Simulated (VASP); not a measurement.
# SbBr (Pm-3m) in VASP: a series of runs

The runs below take SbBr through single point, relaxation of cell and atoms, with PBE.

Program: VASP 6.6.1. These are calculated values, not measurements. Logs are shortened: lines on timing, memory, paths and dates and some standing lists are left out, and cuts for length are marked.

## 1. The cell of the first run

The structure is cubic, space group Pm-3m (No. 221). Conventional cell: a = 3.768 Å, b = 3.768 Å, c = 3.768 Å, α = 90.00°, β = 90.00°, γ = 90.00°. Sb (site symmetry m-3m) has 8 Br at 3.26 Å and 6 Sb at 3.77 Å within 4.3 Å. Within 4.3 Å of Br (site symmetry m-3m) lie 8 Sb at 3.26 Å and 6 Br at 3.77 Å.

## 2. Single point, PBE

The input, INCAR:

```
PREC = Accurate
ENCUT = 520
EDIFF = 1E-6
ISMEAR = 0
SIGMA = 0.1
LREAL = F
LASPH = T
NELM = 100
ALGO = Normal
ISIF = 2
LWAVE = F
LCHARG = F
GGA = PE
NBANDS = 13
```

The input, KPOINTS:

```
Automatic mesh
0
Gamma
  4 4 4
```

The input, POSCAR:

```
SbBr
1.0
    3.7684156670      0.0000000000      0.0000000000
    0.0000000000      3.7684156670      0.0000000000
    0.0000000000      0.0000000000      3.7684156670
Sb Br
1 1
Direct
    0.0000000000      0.0000000000      0.0000000000
    0.5000000000      0.5000000000      0.5000000000
```

Potentials or basis: VASP PAW PBE potentials, release 64 (Sb, Br).

Run with:

```sh
$ cat potpaw_PBE.64/Sb/POTCAR potpaw_PBE.64/Br/POTCAR > POTCAR
$ mpirun -np 1 vasp_std > vasp.out
```

OUTCAR:

```text
PREC = Accurate
   ENCUT = 520
   EDIFF = 1E-6
   ISMEAR = 0
   LREAL = F
   LASPH = T
   NELM = 100
   ISIF = 2
   GGA = PE

 ion  position               nearest neighbor table
   1  0.000  0.000  0.000-   2 3.26   2 3.26   2 3.26   2 3.26   2 3.26   2 3.26   2 3.26   2 3.26

   2  0.500  0.500  0.500-   1 3.26   1 3.26   1 3.26   1 3.26   1 3.26   1 3.26   1 3.26   1 3.26

  LATTYP: Found a simple cubic cell.
 ALAT       =     3.7684156670

  Lattice vectors:

 A1 = (   3.7684156670,   0.0000000000,   0.0000000000)
 A2 = (   0.0000000000,   3.7684156670,   0.0000000000)
 A3 = (   0.0000000000,   0.0000000000,   3.7684156670)

Analysis of symmetry for initial positions (statically):
=====================================================================
 Subroutine PRICEL returns:
 Original cell was already a primitive cell.

 Routine SETGRP: Setting up the symmetry group for a
 simple cubic supercell.

 Subroutine GETGRP returns: Found 48 space group operations
 (whereof 48 operations were pure point group operations)
 out of a pool of 48 trial point group operations.

The static configuration has the point symmetry O_h .

Analysis of symmetry for dynamics (positions and initial velocities):
=====================================================================
 Subroutine PRICEL returns:
 Original cell was already a primitive cell.

 Routine SETGRP: Setting up the symmetry group for a
 simple cubic supercell.

 Subroutine GETGRP returns: Found 48 space group operations
 (whereof 48 operations were pure point group operations)
 out of a pool of 48 trial point group operations.

The dynamic configuration has the point symmetry O_h .

 Subroutine INISYM returns: Found 48 space group operations
 (whereof 48 operations are pure point group operations),
 and found     1 'primitive' translations

----------------------------------------------------------------------------------------

                                     Primitive cell

  volume of cell :      53.5151

  direct lattice vectors                    reciprocal lattice vectors
     3.768415667  0.000000000  0.000000000     0.265363508  0.000000000  0.000000000
     0.000000000  3.768415667  0.000000000     0.000000000  0.265363508  0.000000000
     0.000000000  0.000000000  3.768415667     0.000000000  0.000000000  0.265363508

  length of vectors
     3.768415667  3.768415667  3.768415667     0.265363508  0.265363508  0.265363508

  position of ions in fractional coordinates (direct lattice)
     0.000000000  0.000000000  0.000000000
     0.500000000  0.500000000  0.500000000

  ion indices of the primitive-cell ions
   primitive index   ion index
                 1           1
                 2           2

----------------------------------------------------------------------------------------

 KPOINTS: Automatic mesh

Automatic generation of k-mesh.
 Grid dimensions read from file:
 generate k-points for:    4    4    4

 Generating k-lattice:

  Cartesian coordinates                     Fractional coordinates (reciprocal lattice)
     0.066340877  0.000000000  0.000000000     0.250000000  0.000000000  0.000000000
     0.000000000  0.066340877  0.000000000     0.000000000  0.250000000  0.000000000
     0.000000000  0.000000000  0.066340877     0.000000000  0.000000000  0.250000000

  Length of vectors
     0.066340877  0.066340877  0.066340877

  Shift w.r.t. Gamma in fractional coordinates (k-lattice)
     0.000000000  0.000000000  0.000000000

 Subroutine IBZKPT returns following result:
 ===========================================

 Found     10 irreducible k-points:

 Following reciprocal coordinates:
            Coordinates               Weight
  0.000000  0.000000  0.000000      1.000000
  0.250000  0.000000  0.000000      6.000000
  0.500000  0.000000  0.000000      3.000000
  0.250000  0.250000  0.000000     12.000000
  0.500000  0.250000  0.000000     12.000000
  0.500000  0.500000  0.000000      3.000000
  0.250000  0.250000  0.250000      8.000000
  0.500000  0.250000  0.250000     12.000000
  0.500000  0.500000  0.250000      6.000000
  0.500000  0.500000  0.500000      1.000000
   k-points           NKPTS =     10   k-points in BZ     NKDIM =     10   number of bands    NBANDS=     13
   number of dos      NEDOS =    301   number of ions     NIONS =      2
   total plane-waves  NPLWV =  21952
   dimension x,y,z NGX =    28 NGY =   28 NGZ =   28
   dimension x,y,z NGXF=    56 NGYF=   56 NGZF=   56
   ions per type =               1   1
   NGX,Y,Z   is equivalent  to a cutoff of  12.35, 12.35, 12.35 a.u.
   NGXF,Y,Z  is equivalent  to a cutoff of  24.70, 24.70, 24.70 a.u.
 SYSTEM =  unknown system
   PREC   = accura    normal or accurate (medium, high low for compatibility)
   ISTART =      0    job   : 0-new  1-cont  2-samecut
   ICHARG =      2    charge: 1-file 2-atom 10-const
   ISPIN  =      1    spin polarized calculation?
   LNONCOLLINEAR =      F non collinear calculations
   LSORBIT =      F    spin-orbit coupling
   LASPH  =      T    aspherical Exc in radial PAW
   ENCUT  =  520.0 eV  38.22 Ry    6.18 a.u.   7.01  7.01  7.01*2*pi/ulx,y,z
   NELM   =    100;   NELMIN=  2; NELMDL= -5     # of ELM steps
   EDIFF  = 0.1E-05   stopping-criterion for ELM
   LREAL  =      F    real-space projection
   EDIFFG = 0.1E-04   stopping-criterion for IOM
   NSW    =      0    number of steps for IOM
   IBRION =     -1    ionic relax: 0-MD 1-quasi-New 2-CG
   NFREE  =      0    steps in history (QN), initial steepest desc. (CG)
   ISIF   =      2    stress and relaxation
   ISYM   =      2    0-nonsym 1-usesym 2-fastsym
   POTIM  = 0.5000    time-step for ionic-motion
   TEBEG  =    0.0;   TEEND  =   0.0 temperature during run
   PSTRESS=    0.0 pullay stress
   NELECT =      12.0000    total number of electrons
   NUPDOWN=      -1.0000    fix difference up-down
   EMIN   =  10.00;   EMAX   =-10.00  energy-range for DOS
   EFERMI =   0.00;   METHOD = LEGACY
   ISMEAR =     0;   SIGMA  =   0.10  broadening in eV -4-tet -1-fermi 0-gaus
   EFERMI_NEDOS =   21; number of points for ismear=-14 and -15
   IALGO  =     38    algorithm
   IMIX   =      4    mixing-type and parameters
     AMIX     =   0.40;   BMIX     =  1.00
     AMIX_MAG =   1.60;   BMIX_MAG =  1.00
  volume/ion in A,a.u.               =      26.76       180.57
  Fermi-wavevector in a.u.,A,eV,Ry     =   0.994588  1.879498 13.458949  0.989205
  Thomas-Fermi vector in A             =   2.126549
   LORBIT       =      0    0 simple, 1 ext, 2 COOP (PROOUT), +10 PAW based schemes
   GGA     = PE    functional components
   LHFCALC =     F    Hartree Fock is set to
   AEXX    =    0.0000 exact exchange contribution
   IVDW    =     0    specifies the selected vdW correction
   LEPSILON=     F    determine dielectric tensor
   LRPA    =     F    only Hartree local field effects (RPA)
 non-spin polarized calculation
 Gauss-broadening in eV      SIGMA  =   0.10
  energy-cutoff  :      520.00
  volume of cell :       53.52
 maximum number of plane-waves:      1472
   NGX = 15   NGY = 15   NGZ = 15

 number of electron      11.9999995 magnetization

 Free energy of the ion-electron system (eV)
  ---------------------------------------------------
  ext. energy  EPLUGINS =         0.00000000
  ---------------------------------------------------
  free energy    TOTEN  =        -5.22558942 eV

  energy without entropy =       -5.21507526  energy(sigma->0) =       -5.22033234

 E-fermi :   6.0750     XC(G=0):  -9.7928

 val. band max:        5.9088998285   @ k =   0.5000   0.2500   0.0000
 cond. band min:       6.1039228335   @ k =   0.5000   0.2500   0.2500
 fundamental gap:      0.1950230050
 Fermi energy:         6.0750222828

 k-point     1 :       0.0000    0.0000    0.0000
  band No.  band energies     occupation
      1     -10.3524      2.00000
      2      -3.0851      2.00000
      3       2.2269      2.00000
      4       2.2269      2.00000
      5       2.2269      2.00000
      6       8.7595      0.00000
      7       8.7595      0.00000
      8       8.7595      0.00000
      9       9.6825      0.00000
     10       9.6825      0.00000
     11      15.2696      0.00000
     12      16.6061      0.00000
     13      16.6061      0.00000

 k-point     2 :       0.2500    0.0000    0.0000
  band No.  band energies     occupation
      1     -10.1314      2.00000
      2      -3.5672      2.00000
      3       2.2432      2.00000
      4       2.5862      2.00000
      5       2.5862      2.00000
      6       6.2726      0.00520
      7       7.9466      0.00000
      8       7.9466      0.00000
      9      10.2850      0.00000
     10      12.5356      0.00000
     11      15.0960      0.00000
     12      16.3151      0.00000
     13      16.3151      0.00000

 k-point     3 :       0.5000    0.0000    0.0000
  band No.  band energies     occupation
      1      -9.8771      2.00000
      2      -4.1204      2.00000
      3       3.0569      2.00000
      4       3.0569      2.00000
      5       3.3091      2.00000
      6       3.8193      2.00000
      7       7.0444      0.00000
      8       7.0444      0.00000
      9      11.9871      0.00000
     10      12.2046      0.00000
     11      16.4072      0.00000
     12      17.2289      0.00000
     13      17.2289      0.00000

 k-point     4 :       0.2500    0.2500    0.0000
  band No.  band energies     occupation
      1      -9.9440      2.00000
      2      -3.5136      2.00000
      3       0.8736      2.00000
      4       2.8621      2.00000
      5       3.1213      2.00000
      6       5.3309      2.00000
      7       7.7071      0.00000
      8       7.7883      0.00000
      9      11.9973      0.00000
     10      13.4023      0.00000
     11      14.0421      0.00000
     12      14.3791      0.00000
     13      17.2651      0.00000

 k-point     5 :       0.5000    0.2500    0.0000
  band No.  band energies     occupation
      1      -9.7349      2.00000
      2      -3.5870      2.00000
      3       0.9591      2.00000
      4       1.6733      2.00000
      5       3.1923      2.00000
      6       5.9089      1.98119
      7       7.0499      0.00000
      8       7.4899      0.00000
      9      12.3968      0.00000
     10      13.5920      0.00000
     11      14.4932      0.00000
     12      15.0266      0.00000
     13      15.7154      0.00000

 k-point     6 :       0.5000    0.5000    0.0000
  band No.  band energies     occupation
      1      -9.5818      2.00000
      2      -2.6847      2.00000
      3      -0.0836      2.00000
      4      -0.0836      2.00000
      5       3.3379      2.00000
      6       7.2738      0.00000
      7       7.2738      0.00000
      8       8.0845      0.00000
      9      11.0164      0.00000
     10      12.8470      0.00000
     11      13.3001      0.00000
     12      13.3001      0.00000
     13      19.2647      0.00000

 k-point     7 :       0.2500    0.2500    0.2500
  band No.  band energies     occupation
      1      -9.7844      2.00000
      2      -3.2858      2.00000
      3       1.3585      2.00000
      4       1.3585      2.00000
      5       2.7023      2.00000
      6       6.3509      0.00010
      7       6.3509      0.00010
      8       6.8255      0.00000
      9      13.7939      0.00000
     10      13.7939      0.00000
     11      14.1348      0.00000
     12      15.6372      0.00000
     13      15.6372      0.00000

 k-point     8 :       0.5000    0.2500    0.2500
  band No.  band energies     occupation
      1      -9.6103      2.00000
      2      -3.0825      2.00000
      3       1.0028      2.00000
      4       1.4502      2.00000
      5       2.1224      2.00000
      6       4.8980      2.00000
      7       6.1039      0.68275
      8       7.5015      0.00000
      9      12.8856      0.00000
     10      14.1017      0.00000
     11      14.2088      0.00000
     12      16.3958      0.00000
     13      18.1722      0.00000

 k-point     9 :       0.5000    0.5000    0.2500
  band No.  band energies     occupation
      1      -9.4774      2.00000
      2      -2.2779      2.00000
      3       0.4597      2.00000
      4       0.4597      2.00000
      5       2.2471      2.00000
      6       5.4501      2.00000
      7       5.4752      2.00000
      8       5.4752      2.00000
      9      13.4165      0.00000
     10      15.0053      0.00000
     11      15.0053      0.00000
     12      16.6937      0.00000
     13      20.5984      0.00000

 k-point    10 :       0.5000    0.5000    0.5000
  band No.  band energies     occupation
      1      -9.3673      2.00000
      2      -1.7331      2.00000
      3       1.4129      2.00000
      4       1.4129      2.00000
      5       1.4129      2.00000
      6       3.6673      2.00000
      7       3.6673      2.00000
      8       3.6673      2.00000
      9      16.4293      0.00000
     10      16.4293      0.00000
     11      16.4293      0.00000
     12      20.7455      0.00000
     13      20.7455      0.00000

------------------------ aborting loop because EDIFF is reached ----------------------------------------

  FORCE on cell =-STRESS in cart. coord.  units (eV):
  Direction    XX          YY          ZZ          XY          YZ          ZX
  --------------------------------------------------------------------------------------
  -------------------------------------------------------------------------------------
  Total       -0.0143114     -0.0143114     -0.0143114     -0.0000000      0.0000000     -0.0000000
  in kB       -0.4284660     -0.4284660     -0.4284660     -0.0000000      0.0000000     -0.0000000
  external PRESSURE =      -0.4284660 kB  Pullay stress =       0.0000000 kB

 VOLUME and BASIS-vectors are now :
 -----------------------------------------------------------------------------
  energy-cutoff  :      520.00
  volume of cell :       53.52
      direct lattice vectors                 reciprocal lattice vectors
     3.768415667  0.000000000  0.000000000     0.265363508  0.000000000  0.000000000
     0.000000000  3.768415667  0.000000000     0.000000000  0.265363508  0.000000000
     0.000000000  0.000000000  3.768415667     0.000000000  0.000000000  0.265363508

 POSITION                                       TOTAL-FORCE (eV/Angst)
 -----------------------------------------------------------------------------------
      0.00000      0.00000      0.00000         0.000000      0.000000      0.000000
      1.88421      1.88421      1.88421         0.000000      0.000000      0.000000
 -----------------------------------------------------------------------------------
    total drift:                                0.000000      0.000000      0.000000

  FREE ENERGIE OF THE ION-ELECTRON SYSTEM (eV)
  ---------------------------------------------------
  free  energy   TOTEN  =        -5.2255894209 eV

  energy  without entropy=       -5.2150752580  energy(sigma->0) =       -5.22033234
```

It took 5.3 s on 1 thread of AMD EPYC 9R14 (Zen 4), shared host; peak memory 0.12 GiB.

Results:

* Free energy: -5.2256 eV
* Pressure: 0.0 GPa
* Band gap on the k mesh: zero (band 6 reaches 8.76 eV, above the bottom of band 7 at 3.67 eV)

Levels at points of the mesh, in eV from the Fermi level:
| k point | band 2 | band 3 | band 4 | band 5 | band 6 | band 7 | band 8 | band 9 | band 10 | band 11 |
| --- | --- | --- | --- | --- | --- | --- | --- | --- | --- | --- |
| (0.00, 0.00, 0.00) | -9.16 | -3.85 | -3.85 | -3.85 | 2.68 | 2.68 | 2.68 | 3.61 | 3.61 | 9.19 |
| (0.50, 0.00, 0.00) | -10.20 | -3.02 | -3.02 | -2.77 | -2.26 | 0.97 | 0.97 | 5.91 | 6.13 | 10.33 |
| (0.50, 0.50, 0.00) | -8.76 | -6.16 | -6.16 | -2.74 | 1.20 | 1.20 | 2.01 | 4.94 | 6.77 | 7.23 |
| (0.50, 0.50, 0.50) | -7.81 | -4.66 | -4.66 | -4.66 | -2.41 | -2.41 | -2.41 | 10.35 | 10.35 | 10.35 |

Caveat: the k points lie up to 0.42 Å⁻¹ apart; spin-orbit coupling is left out, which moves the levels of the heavy elements.

## 3. Single point, PBE

This run uses another cell than the first one, of 36.26 Å³/atom, 1.355 times its volume.

The input, INCAR:

```
SYSTEM = SbBr
  PREC = Accurate
  ENCUT = 520
  EDIFF = 1E-6
  ISMEAR = 0
  SIGMA = 0.1
  LREAL = .False.
  LASPH = .True.
  NELM = 60
  ALGO = Normal
  ISIF = 2
  LWAVE = .False.
  LCHARG = .False.
  GGA = PE
  NBANDS = 13
```

The input, KPOINTS:

```
Automatic mesh
0
Gamma
  4 4 4
  0 0 0
```

The input, POSCAR:

```
SbBr
1.0
    4.1703108300      0.0000000000      0.0000000000
    0.0000000000      4.1703108300      0.0000000000
    0.0000000000      0.0000000000      4.1703108300
Sb Br
1 1
Direct
    0.0000000000      0.0000000000      0.0000000000
    0.5000000000      0.5000000000      0.5000000000
```

Potentials or basis: VASP PAW PBE potentials, release 64 (Sb, Br).

Run with:

```sh
$ cat potpaw_PBE.64/Sb/POTCAR potpaw_PBE.64/Br/POTCAR > POTCAR
$ mpirun -np 1 vasp_std > vasp.out
```

It took 6.2 s on 1 thread of AMD EPYC 9R14 (Zen 4), shared host; peak memory 0.14 GiB.

It converged, with:

```
Free energy            : -4.6976 eV
Pressure               : -6.5 GPa
Band gap on the k mesh : zero (band 6 reaches 4.43 eV, above the bottom of band 7 at 1.45 eV)
```

Levels at points of the mesh, in eV from the Fermi level:
```csv
k point,band 2,band 3,band 4,band 5,band 6,band 7,band 8,band 9,band 10,band 11
"(0.00, 0.00, 0.00)",-8.80,-2.62,-2.62,-2.62,1.71,1.71,1.71,4.69,4.69,6.69
"(0.50, 0.00, 0.00)",-8.96,-2.43,-2.12,-2.12,-1.52,0.88,0.88,6.49,6.94,8.73
"(0.50, 0.50, 0.00)",-8.37,-4.09,-4.09,-1.96,0.79,0.79,1.38,5.27,6.41,7.57
"(0.50, 0.50, 0.50)",-7.96,-3.07,-3.07,-3.07,-1.27,-1.27,-1.27,8.91,8.91,8.91
```

Caveat: the k points lie up to 0.38 Å⁻¹ apart; spin-orbit coupling is left out, which moves the levels of the heavy elements.

(Continued in part 2 of 2.)
